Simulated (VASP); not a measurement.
## Mg: single point with PBE

The system is Mg.

```
CELL_PARAMETERS angstrom
-1.77276 1.77276 1.91459
1.77276 -1.77276 1.91459
1.77276 1.77276 -1.91459
ATOMIC_POSITIONS crystal
Mg 0.00000 0.00000 0.00000
```

This cell differs from its parent crystal: strain +0.000 along x and y, +0.080 along z.

```json
{"Program": "VASP 6.6.1", "Task": "single point", "Functional": "PBE", "Potentials or basis": "VASP PAW PBE potentials, release 64 (Mg)", "Cutoff": "520 eV", "k mesh": "18 × 18 × 18", "Occupations": "gaussian, width 0.15 eV", "Spin": "no spin polarisation"}
```

- Pressure: -1.7 GPa
- Band gap on the k mesh: zero (bands 1 and 2 overlap by 3.78 eV)

Stress tensor (GPa, compression positive):
```
-1.80  0.00  0.00
 0.00 -1.80  0.00
 0.00  0.00 -1.40
```

Levels at points of the mesh, in eV from the Fermi level:
```csv
k point,band 1,band 2,band 3,band 4
"(0.00, 0.00, 0.00)",-6.75,12.28,12.28,13.71
"(0.50, 0.00, 0.00)",-1.52,-1.09,8.91,9.41
"(0.50, 0.50, 0.00)",-1.20,-0.57,7.66,8.22
"(0.50, 0.50, 0.50)",2.63,3.43,4.30,4.30
```

It took 49 s on 1 thread of Intel Xeon 8259CL, with other jobs on the host, peak memory 0.21 GiB.

Caveat: the cell differs from its parent crystal (strain +0.000 along x and y, +0.080 along z).
